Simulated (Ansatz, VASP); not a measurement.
# One calculation of Fe, two programs

POSCAR

```
Fe
1.0
   -1.3650158294      1.3650158294      1.3650158294
    1.3650158294     -1.3650158294      1.3650158294
    1.3650158294      1.3650158294     -1.3650158294
Fe
1
Direct
    0.0000000000      0.0000000000      0.0000000000
```

File INCAR.step1:

```
SYSTEM = Fe
ALGO = Normal
EDIFF = 1E-5
ENCUT = 660
GGA = PE
GGA_COMPAT = .False.
ISMEAR = -1
LASPH = .True.
LCHARG = .False.
LREAL = .False.
LWAVE = .True.
NBANDS = 10
NELM = 120
PREC = Accurate
SIGMA = 0.3
```

Contents of INCAR.step2:

```
SYSTEM = Fe
ALGO = Normal
EDIFF = 1E-6
ENCUT = 660
GGA_COMPAT = .False.
ISIF = 2
ISMEAR = -1
ISTART = 1
LASPH = .True.
LCHARG = .True.
LELF = .True.
LMIXTAU = .True.
LREAL = .False.
LVHAR = .True.
LWAVE = .False.
METAGGA = R2SCAN
NBANDS = 10
NELM = 120
PREC = Accurate
SIGMA = 0.3
```

Contents of KPOINTS:

```
k-points
0
Gamma
  16 16 16
  0 0 0
```

Input for Ansatz:

```yaml
crystal:
  lattice:
    - [-1.3650158294, 1.3650158294, 1.3650158294]
    - [1.3650158294, -1.3650158294, 1.3650158294]
    - [1.3650158294, 1.3650158294, -1.3650158294]
  atoms:
    - { symbol: Fe, position: [0.0, 0.0, 0.0] }
hamiltonian:
  xc: r2scan
  pseudopotentials:
    kind: paw
    azcp:
      Fe: "pseudopotentials/Fe.paw.azcp"
basis:
  ecutwfc: 500
  fft_grid_basis: typed
kpoints:
  mp_grid: { grid: [16, 16, 16], shift: [0, 0, 0] }
magnetization:
  spin_polarized: false
scf:
  occupations: { method: fermi_dirac, width: 0.3 }
  lower_state_search: "off"
output:
  stress: true
  write_density: true
  write_potential: true
  elf: true
  volumetric_format: npy
```

Alike in both runs: task single point; functional r2SCAN; k mesh 16 × 16 × 16; occupations fermi-dirac, width 0.3 eV; no spin polarisation.

```csv
,VASP,Ansatz
version,VASP 6.6.1,Ansatz 0.2.0
potentials or method,"VASP PAW PBE potentials, release 64 (Fe), cutoff 660 eV","plane waves (500 eV) with PAW, scalar-relativistic"
valence electrons in the cell,8,16
```

```tsv
	VASP	Ansatz	Ansatz less VASP
pressure (GPa)	6.2	5.6	-0.61
```

VASP's potentials were made for PBE, not for r2SCAN. With one functional, cell and mesh, what is left measures potentials, basis and numerics. VASP's potentials hold 8 valence electrons a cell and Ansatz's 16, so a difference there can come from the potentials and not from the codes.
